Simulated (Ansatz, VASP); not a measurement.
**One calculation of Be3C2, two programs**

```
CELL_PARAMETERS angstrom
2.48633 1.43548 3.31103
-2.48633 1.43548 3.31103
0.00000 -2.87096 3.31103
ATOMIC_POSITIONS crystal
Be 0.07852 0.42148 0.75000
Be 0.75000 0.07852 0.42148
Be 0.42148 0.75000 0.07852
Be 0.92148 0.57852 0.25000
Be 0.25000 0.92148 0.57852
Be 0.57852 0.25000 0.92148
C 0.83489 0.83489 0.83489
C 0.66511 0.66511 0.66511
C 0.16511 0.16511 0.16511
C 0.33489 0.33489 0.33489
```

Alike in both runs: functional PBE; k mesh 6 × 6 × 6; occupations gaussian, width 0.1 eV; no spin polarisation.

Ansatz relaxed the structure, and its values are those at the end. VASP's run is a single point on that final structure, the one shown.

```csv
,VASP,Ansatz
version,VASP 6.6.1,Ansatz 0.2.0
potentials or method,"VASP PAW PBE potentials, release 64 (Be, C), cutoff 520 eV","scalar-relativistic, plane waves, PAW"
valence electrons in the cell,28,28
```

```tsv
	VASP	Ansatz	Ansatz less VASP
gap on the k mesh at the Fermi level (eV)	none	none	-
pressure (GPa)	0.4	0.0	-0.36
rms of the force components (eV/Å)	0.009	0.000	-0.0088
```

A gap of «none» marks a metal or a gap that the smearing closes. The functional is the same, so the differences come from potentials, cutoffs and numerics.
